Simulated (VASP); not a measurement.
# ZrAl3B3N (P4/mmm) in VASP: relaxation of cell and atoms with PBE

Aim: the relaxation of cell and atoms of ZrAl3B3N with PBE.

Program: VASP 6.6.1. These are calculated values, not measurements. Logs are shortened: lines on timing, memory, paths and dates and some standing lists are left out, and cuts for length are marked.

### Step 1. The cell of the first run

The structure is tetragonal, space group P4/mmm (No. 123). The conventional cell has a = 3.665 Å, b = 3.665 Å, c = 8.749 Å, α = 90.00°, β = 90.00°, γ = 90.00°. Within 2.4 Å of Zr (site symmetry 4/mmm) lie 4 B at 1.83 Å. Al (site symmetry 4/mmm) has 4 N at 2.59 Å and 8 Al at 3.30 Å within 3.4 Å. Al (site symmetry 4mm) has 1 N at 2.05 Å and 1 B at 2.33 Å within 2.7 Å. B (site symmetry mmm) has 2 Zr at 1.83 Å and 2 B at 1.83 Å within 2.4 Å. B (site symmetry 4/mmm) has 4 B at 1.83 Å and 2 Al at 2.33 Å within 2.4 Å. N (site symmetry 4/mmm) has 6 Al at 2.05 to 2.59 Å within 2.7 Å.

The cell was generated, and may not be a known phase.

### Step 2. Relaxation of cell and atoms, PBE

Input file INCAR:

```
SYSTEM = ZrAl3B3N
PREC = Accurate
ENCUT = 600
EDIFF = 1E-6
ISMEAR = 0
SIGMA = 0.15
LREAL = .False.
LASPH = .True.
NELM = 60
ALGO = Normal
ISIF = 3
LWAVE = .False.
LCHARG = .False.
GGA = PE
IBRION = 2
NSW = 36
EDIFFG = -0.08
```

Input file KPOINTS:

```
Automatic mesh
0
Gamma
  3 3 2
  0 0 0
```

Input file POSCAR:

```
ZrAl3B3N
1.0
    3.6648272300      0.0000000000      0.0000000000
    0.0000000000      3.6648272300      0.0000000000
    0.0000000000      0.0000000000      8.7485310700
Zr Al B N
1 3 3 1
Direct
    0.0000000000      0.0000000000      0.5000000000
    0.0000000000      0.0000000000      0.0000000000
    0.5000000000      0.5000000000      0.2337581000
    0.5000000000      0.5000000000      0.7662419000
    0.5000000000      0.0000000000      0.5000000000
    0.0000000000      0.5000000000      0.5000000000
    0.5000000000      0.5000000000      0.5000000000
    0.5000000000      0.5000000000      0.0000000000
```

Potentials or basis: VASP PAW PBE potentials, release 64 (Zr_sv, Al, B, N).

On the command line:

```bash
cat potpaw_PBE.64/Zr_sv/POTCAR potpaw_PBE.64/Al/POTCAR potpaw_PBE.64/B/POTCAR potpaw_PBE.64/N/POTCAR > POTCAR
mpirun -np 1 vasp_std > vasp.out
```

OUTCAR:

```text
SYSTEM = ZrAl3B3N
   PREC = Accurate
   ENCUT = 600
   EDIFF = 1E-6
   ISMEAR = 0
   LREAL = .False.
   LASPH = .True.
   NELM = 60
   ISIF = 3
   GGA = PE
   IBRION = 2
   NSW = 36
   EDIFFG = -0.08

 ion  position               nearest neighbor table
   1  0.000  0.000  0.500-   5 1.83   6 1.83   6 1.83   5 1.83   7 2.59   7 2.59   7 2.59   7 2.59
                             3 3.48   3 3.48   4 3.48   3 3.48   4 3.48   3 3.48   4 3.48   4 3.48
   2  0.000  0.000  0.000-   3 3.30   4 3.30   3 3.30   4 3.30   3 3.30   4 3.30   3 3.30   4 3.30

   3  0.500  0.500  0.234-   8 2.05   7 2.33   2 3.30   2 3.30   2 3.30   2 3.30   1 3.48   1 3.48
                             1 3.48   1 3.48
   4  0.500  0.500  0.766-   8 2.05   7 2.33   2 3.30   2 3.30   2 3.30   2 3.30   1 3.48   1 3.48
                             1 3.48   1 3.48
   5  0.500  0.000  0.500-   1 1.83   7 1.83   7 1.83   1 1.83
   6  0.000  0.500  0.500-   1 1.83   7 1.83   1 1.83   7 1.83
   7  0.500  0.500  0.500-   5 1.83   6 1.83   5 1.83   6 1.83   3 2.33   4 2.33   1 2.59   1 2.59
                             1 2.59   1 2.59
   8  0.500  0.500  0.000-   3 2.05   4 2.05

  LATTYP: Found a simple tetragonal cell.
 ALAT       =     3.6648272300
 C/A-ratio  =     2.3871605729

  Lattice vectors:

 A1 = (   3.6648272300,   0.0000000000,   0.0000000000)
 A2 = (   0.0000000000,   3.6648272300,   0.0000000000)
 A3 = (   0.0000000000,   0.0000000000,   8.7485310700)

Analysis of symmetry for initial positions (statically):
=====================================================================
 Subroutine PRICEL returns:
 Original cell was already a primitive cell.

 Routine SETGRP: Setting up the symmetry group for a
 simple tetragonal supercell.

 Subroutine GETGRP returns: Found 16 space group operations
 (whereof 16 operations were pure point group operations)
 out of a pool of 16 trial point group operations.

The static configuration has the point symmetry D_4h.

Analysis of symmetry for dynamics (positions and initial velocities):
=====================================================================
 Subroutine PRICEL returns:
 Original cell was already a primitive cell.

 Routine SETGRP: Setting up the symmetry group for a
 simple tetragonal supercell.

 Subroutine GETGRP returns: Found 16 space group operations
 (whereof 16 operations were pure point group operations)
 out of a pool of 16 trial point group operations.

The dynamic configuration has the point symmetry D_4h.

 Subroutine INISYM returns: Found 16 space group operations
 (whereof 16 operations are pure point group operations),
 and found     1 'primitive' translations

----------------------------------------------------------------------------------------

                                     Primitive cell

  volume of cell :     117.5012

[... 84 lines left out ...]
   NSW    =     36    number of steps for IOM
   IBRION =      2    ionic relax: 0-MD 1-quasi-New 2-CG
   NFREE  =      1    steps in history (QN), initial steepest desc. (CG)
   ISIF   =      3    stress and relaxation
   ISYM   =      2    0-nonsym 1-usesym 2-fastsym
   POTIM  = 0.5000    time-step for ionic-motion
   TEBEG  =    0.0;   TEEND  =   0.0 temperature during run
   PSTRESS=    0.0 pullay stress
   NELECT =      35.0000    total number of electrons
   NUPDOWN=      -1.0000    fix difference up-down
   EMIN   =  10.00;   EMAX   =-10.00  energy-range for DOS
   EFERMI =   0.00;   METHOD = LEGACY
   ISMEAR =     0;   SIGMA  =   0.15  broadening in eV -4-tet -1-fermi 0-gaus
   EFERMI_NEDOS =   21; number of points for ismear=-14 and -15
   IALGO  =     38    algorithm
   IMIX   =      4    mixing-type and parameters
     AMIX     =   0.40;   BMIX     =  1.00
     AMIX_MAG =   1.60;   BMIX_MAG =  1.00
  volume/ion in A,a.u.               =      14.69        99.12
  Fermi-wavevector in a.u.,A,eV,Ry     =   1.093327  2.066089 16.263918  1.195364
  Thomas-Fermi vector in A             =   2.229610
   LORBIT       =      0    0 simple, 1 ext, 2 COOP (PROOUT), +10 PAW based schemes
   GGA     = PE    functional components
   LHFCALC =     F    Hartree Fock is set to
   AEXX    =    0.0000 exact exchange contribution
   IVDW    =     0    specifies the selected vdW correction
   LEPSILON=     F    determine dielectric tensor
   LRPA    =     F    only Hartree local field effects (RPA)
 conjugate gradient relaxation of ions
 non-spin polarized calculation
 Gauss-broadening in eV      SIGMA  =   0.15
  energy-cutoff  :      600.00
  volume of cell :      117.50
 maximum number of plane-waves:      3986
 NGX is ok and might be reduce to    30
   NGX = 15   NGY = 15   NGZ = 35

--------------------------------------- Ionic step        1  -------------------------------------------

 number of electron      35.0000001 magnetization

 Free energy of the ion-electron system (eV)
  ---------------------------------------------------
  ext. energy  EPLUGINS =         0.00000000
  ---------------------------------------------------
  free energy    TOTEN  =       -36.22948666 eV

  energy without entropy =      -36.19343979  energy(sigma->0) =      -36.21146323

 E-fermi :   6.2733     XC(G=0): -10.0467

 val. band max:        6.1907311896   @ k =   0.3333   0.0000   0.0000
 cond. band min:       6.5026238863   @ k =   0.0000   0.0000   0.0000
 fundamental gap:      0.3118926966
 Fermi energy:         6.2732817821

 k-point     1 :       0.0000    0.0000    0.0000
  band No.  band energies     occupation
      1     -42.3044      2.00000
      2     -21.4728      2.00000
      3     -21.4728      2.00000
      4     -20.2063      2.00000
      5      -8.0237      2.00000
      6      -6.5792      2.00000
[... 258 lines left out ...]
  FREE ENERGIE OF THE ION-ELECTRON SYSTEM (eV)
  ---------------------------------------------------
  free  energy   TOTEN  =       -39.8592265578 eV

  energy  without entropy=      -39.8204990821  energy(sigma->0) =      -39.83986282

[... ionic steps 4 to 8 ...]

--------------------------------------- Ionic step        9  -------------------------------------------

 number of electron      34.9999995 magnetization

------------------------ aborting loop because EDIFF is reached ----------------------------------------
[... 79 lines left out ...]
--------------------------------------- Ionic step       11  -------------------------------------------

 number of electron      34.9999996 magnetization

 Free energy of the ion-electron system (eV)
  ---------------------------------------------------
  ext. energy  EPLUGINS =         0.00000000
  ---------------------------------------------------
  free energy    TOTEN  =       -40.47071474 eV

  energy without entropy =      -40.38882638  energy(sigma->0) =      -40.42977056

 E-fermi :   5.1511     XC(G=0):  -9.4138

 val. band max:        4.8121103751   @ k =   0.0000   0.0000   0.0000
 cond. band min:       5.1588660629   @ k =   0.0000   0.0000   0.0000
 fundamental gap:      0.3467556878
 Fermi energy:         5.1510898690

 k-point     1 :       0.0000    0.0000    0.0000
  band No.  band energies     occupation
      1     -43.7615      2.00000
      2     -22.0732      2.00000
      3     -22.0732      2.00000
      4     -21.8403      2.00000
      5      -9.6488      2.00000
      6      -6.2137      2.00000
[... 174 lines left out ...]
  FREE ENERGIE OF THE ION-ELECTRON SYSTEM (eV)
  ---------------------------------------------------
  free  energy   TOTEN  =       -40.4707147396 eV

  energy  without entropy=      -40.3888263833  energy(sigma->0) =      -40.42977056

 reached required accuracy - stopping structural energy minimisation
```

OSZICAR:

```text
N       E                     dE             d eps       ncg     rms          rms(c)
DAV:   1     0.231163363970E+03    0.23116E+03   -0.16998E+04   264   0.155E+03
DAV:   2    -0.236910410837E+02   -0.25485E+03   -0.24730E+03   366   0.333E+02
DAV:   3    -0.453744571560E+02   -0.21683E+02   -0.20946E+02   468   0.848E+01
[... 121 lines left out ...]
DAV:   5    -0.404706712994E+02    0.41111E-04   -0.95371E-04   376   0.171E-01    0.824E-02
DAV:   6    -0.404707019509E+02   -0.30651E-04   -0.35612E-04   430   0.954E-02    0.371E-02
DAV:   7    -0.404707128703E+02   -0.10919E-04   -0.88335E-05   366   0.520E-02    0.126E-02
DAV:   8    -0.404707146743E+02   -0.18040E-05   -0.89944E-06   360   0.183E-02    0.382E-03
DAV:   9    -0.404707147396E+02   -0.65327E-07   -0.51630E-07   150   0.474E-03
  11 F= -.40470715E+02 E0= -.40429771E+02  d E =-.762615E-02
```

CONTCAR:

```text
ZrAl3B3N
   1.00000000000000
     4.3067269340005012    0.0000000000000000    0.0000000000000000
     0.0000000000000000    4.3067269340005012   -0.0000000000000000
     0.0000000000000000    0.0000000000000000    7.4400723932937876
  Zr              Al              B               N
     1     3     3     1
Direct
     1.0000000000000000    0.0000000000000000    0.5000000000000000
     1.0000000000000000    0.0000000000000000    0.0000000000000000
     0.5000000000000000    0.5000000000000000    0.2319367258688680
     0.5000000000000000    0.5000000000000000    0.7680632741311320
     0.5000000000000000    0.0000000000000000    0.5000000000000000
     1.0000000000000000    0.5000000000000000    0.5000000000000000
     0.5000000000000000    0.5000000000000000    0.5000000000000000
     0.5000000000000000    0.5000000000000000    0.0000000000000000

  0.00000000E+00  0.00000000E+00  0.00000000E+00
  0.00000000E+00  0.00000000E+00  0.00000000E+00
  0.00000000E+00  0.00000000E+00  0.00000000E+00
  0.00000000E+00  0.00000000E+00  0.00000000E+00
  0.00000000E+00  0.00000000E+00  0.00000000E+00
  0.00000000E+00  0.00000000E+00  0.00000000E+00
  0.00000000E+00  0.00000000E+00  0.00000000E+00
  0.00000000E+00  0.00000000E+00  0.00000000E+00
```

It took 2 min on 1 thread of Intel Xeon 6975P-C (Granite Rapids), shared host; peak memory 0.24 GiB.

Results:

```yaml
Free_energy: -40.4707 eV
Relaxed_volume: 17.25 Å³/atom
Relaxed_cell: a = 4.307 Å, b = 4.307 Å, c = 7.440 Å, α = 90.00°, β = 90.00°, γ = 90.00°
Space_group_after_relaxing_to_0.1_Å: P4/mmm (No. 123)
Energy_gained_by_relaxing: 530.2 meV/atom
Ionic_steps: 11
Pressure_after_relaxing: -0.2 GPa
Largest_force_after_relaxing: 0.062 eV/Å
Band_gap_on_the_k_mesh: zero (an odd number of electrons rules out a gap without spin polarisation)
```

Forces in eV/Å, atoms in the order of the input:
```
Zr   0.000  0.000  0.000
Al   0.000  0.000  0.000
Al   0.000  0.000  0.062
Al   0.000  0.000 -0.062
B    0.000  0.000  0.000
B    0.000  0.000  0.000
B    0.000  0.000  0.000
N    0.000  0.000  0.000
```

Stress tensor (GPa, compression positive):
```
-0.25  0.00  0.00
 0.00 -0.25  0.00
 0.00  0.00 -0.05
```

The path:
| step | energy change (eV) | largest force (eV/Å) | pressure (GPa) | volume (Å³) |
| --- | --- | --- | --- | --- |
| 1 | 0.0000 | 2.2421 | 12.21 | 117.50 |
| 2 | -3.3216 | 0.0847 | 1.47 | 136.36 |
| 3 | -3.6297 | 3.6395 | -1.17 | 149.76 |
| 4 | -3.8091 | 1.6994 | -0.62 | 144.48 |
| 5 | -3.8103 | 1.8623 | -0.72 | 145.00 |
| 6 | -4.1148 | 0.2813 | -2.72 | 145.28 |
| 7 | -4.1433 | 0.4791 | -3.28 | 145.34 |
| 8 | -4.2060 | 0.0728 | 0.91 | 136.42 |
| 9 | -4.2336 | 0.0970 | -0.74 | 139.35 |
| 10 | -4.2336 | 0.0889 | -0.69 | 139.23 |
| 11 | -4.2412 | 0.0624 | -0.18 | 138.00 |

Final structure:
```
Zr Al B N
1.0
     4.30673    0.00000    0.00000
     0.00000    4.30673    0.00000
     0.00000    0.00000    7.44007
Zr Al B N
1 3 3 1
Cartesian
  4.3067 0.0000 3.7200
  4.3067 0.0000 0.0000
  2.1534 2.1534 1.7256
  2.1534 2.1534 5.7144
  2.1534 0.0000 3.7200
  4.3067 2.1534 3.7200
  2.1534 2.1534 3.7200
  2.1534 2.1534 0.0000
```

Levels at points of the mesh, in eV from the Fermi level:
```csv
k point,band 15,band 16,band 17,band 18,band 19,band 20
"(0.00, 0.00, 0.00)",-2.35,-0.34,0.01,0.01,0.19,0.30
"(0.00, 0.00, 0.50)",-2.25,-1.71,0.21,0.28,0.28,0.30
```

Caveat: the k points lie up to 0.49 Å⁻¹ apart in the final cell, too coarse for converged energies and pressures of a metal; the volume moved by over 15 % at a fixed basis, so the end points are rough; an odd number of electrons without spin polarisation forces a metal; a magnetic or distorted state may lie lower; the relaxation stopped at a loose force limit of 0.08 eV/Å, so its end isn't a converged minimum.

The gap in the log of VASP goes by the Fermi energy; the results here count the filled bands.